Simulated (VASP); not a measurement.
Write the native input for VASP 6.6.1 that does the following.

* Task: single point
* Functional: HSE06
* Potentials or basis: VASP PAW PBE potentials, release 64 (Sr_sv, O)
* Cutoff: 520 eV
* k mesh: 6 × 6 × 6
* Occupations: gaussian, width 0.01 eV
* Spin: no spin polarisation
* Dipole correction: no
* Grid for exact exchange (PRECFOCK): Normal
* Further INCAR settings: ALGO = Normal; EDIFF = 1e-06; NBANDS = 15
* Share of exact exchange: 0.25
* Screening parameter: 0.2079 1/Å

The system is SrO.

```
Sr O
1.0
     0.00000    2.79228    2.79228
     2.79228    0.00000    2.79228
     2.79228    2.79228    0.00000
Sr O
1 1
Direct
  0.00000 0.00000 0.00000
  0.25000 0.25000 0.25000
```

These files were run (other wordings do the same):

POSCAR

```
SrO
1.0
    0.0000000000      2.7922810265      2.7922810265
    2.7922810265      0.0000000000      2.7922810265
    2.7922810265      2.7922810265      0.0000000000
Sr O
1 1
Direct
    0.0000000000      0.0000000000      0.0000000000
    0.2500000000      0.2500000000      0.2500000000
```

INCAR.step1

```
SYSTEM = SrO
PREC = Accurate
ENCUT = 520
EDIFF = 1E-5
ISMEAR = 0
SIGMA = 0.01
LREAL = .False.
LASPH = .True.
NELM = 60
ALGO = Normal
ISIF = 2
LWAVE = .True.
NBANDS = 15
GGA = PE
```

INCAR.step2

```
SYSTEM = SrO
PREC = Accurate
ENCUT = 520
EDIFF = 1E-6
ISMEAR = 0
SIGMA = 0.01
LREAL = .False.
LASPH = .True.
NELM = 60
ALGO = Normal
ISIF = 2
LWAVE = .False.
LCHARG = .True.
GGA = PE
LHFCALC = .True.
HFSCREEN = 0.2079
PRECFOCK = Normal
LELF = .True.
LVHAR = .True.
NBANDS = 15
ISTART = 1
```

KPOINTS

```
Automatic mesh
0
Gamma
  6 6 6
  0 0 0
```

Potentials or basis: VASP PAW PBE potentials, release 64 (Sr_sv, O).

The run is started by

```sh
$ cat potpaw_PBE.64/Sr_sv/POTCAR potpaw_PBE.64/O/POTCAR > POTCAR
$ cp INCAR.step1 INCAR
$ mpirun -np 1 vasp_std > vasp.out
$ cp INCAR.step2 INCAR
$ mpirun -np 1 vasp_std > vasp.out
```

Results of the run:

The pressure is 0.1 GPa and the band gap on the k mesh is 3.86 eV (least direct gap 4.74 eV).

Caveat: the structure was generated, so it needn't be the stable form of SrO; the PAW data sets were made with another functional, which shifts forces and pressure a little.

It took 34 min on 1 thread of Intel(R) Xeon(R) Platinum 8259CL CPU @ 2.50GHz (Skylake/Cascade Lake), with other jobs on the host, peak memory 0.29 GiB.
